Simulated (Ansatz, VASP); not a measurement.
BP: VASP beside Ansatz

```xyz
2
Lattice="0.0000 2.2690 2.2690 2.2690 0.0000 2.2690 2.2690 2.2690 0.0000" Properties=species:S:1:pos:R:3 pbc="T T T"
B     0.0000    0.0000    0.0000
P     1.1345    1.1345    1.1345
```

Alike in both runs: task relaxation of cell and atoms; functional PBEsol; k mesh 8 × 8 × 8; occupations gaussian, width 0.02 eV; no spin polarisation.

```csv
,VASP,Ansatz
version,VASP 6.6.1,Ansatz 0.2.0
potentials or method,"VASP PAW PBE potentials, release 64 (B, P), cutoff 500 eV","scalar-relativistic, plane waves, PAW"
valence electrons in the cell,8,8
```

|  | VASP | Ansatz | Ansatz less VASP |
| --- | --- | --- | --- |
| gap on the k mesh at the Fermi level, each at its own relaxed structure (eV) | 1.15 | 1.15 | +0.003 |
| relaxed volume (Å³/atom) | 11.55 | 11.55 | -0.008 |
| relaxed cell length with the largest relative difference (Å) | 3.197 | 3.196 | -0.0007 |

VASP's potentials were made for PBE, not for PBEsol, and Ansatz warns of the same on its side.
